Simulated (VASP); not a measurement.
Here is a VASP 6.6.1 calculation.

File INCAR:

```
PREC     = Accurate       # precision mode
ENCUT    = 520            # plane-wave cutoff, eV
EDIFF    = 1E-7           # SCF threshold, eV
ISMEAR   = 0              # smearing method
SIGMA    = 0.1            # smearing width, eV
LREAL    = False          # projectors in reciprocal space
LASPH    = True           # aspherical terms in the spheres
NELM     = 100            # most SCF steps
ALGO     = Normal         # electronic algorithm
ISIF     = 2              # what is computed and relaxed
LWAVE    = False          # write WAVECAR
LCHARG   = True           # write CHGCAR
GGA      = PE             # functional
LELF     = True           # ELF
LVHAR    = True         
NBANDS   = 30             # bands
```

File KPOINTS:

```
regular mesh
0
Gamma
  4 4 4
```

POSCAR

```
Ag2I3
1.0
    5.7323685736      0.0000000000      0.0000000000
    0.0000000000      5.7323685736      0.0000000000
    0.0000000000      0.0000000000      5.7323685736
Ag I
2 3
Direct
    0.0000000000      0.0000000000      0.0000000000
    0.5000000000      0.5000000000      0.5000000000
    0.0000000000      0.5000000000      0.5000000000
    0.5000000000      0.0000000000      0.5000000000
    0.5000000000      0.5000000000      0.0000000000
```

Potentials or basis: VASP PAW PBE potentials, release 64 (Ag, I).

Command:

```console
$ cat potpaw_PBE.64/Ag/POTCAR potpaw_PBE.64/I/POTCAR > POTCAR
$ mpirun -np 1 vasp_std > vasp.out
```

Q: Estimate the pressure.

A: -0.1 GPa.

Caveat: an odd number of electrons without spin polarisation forces a metal; a magnetic or distorted state may lie lower.
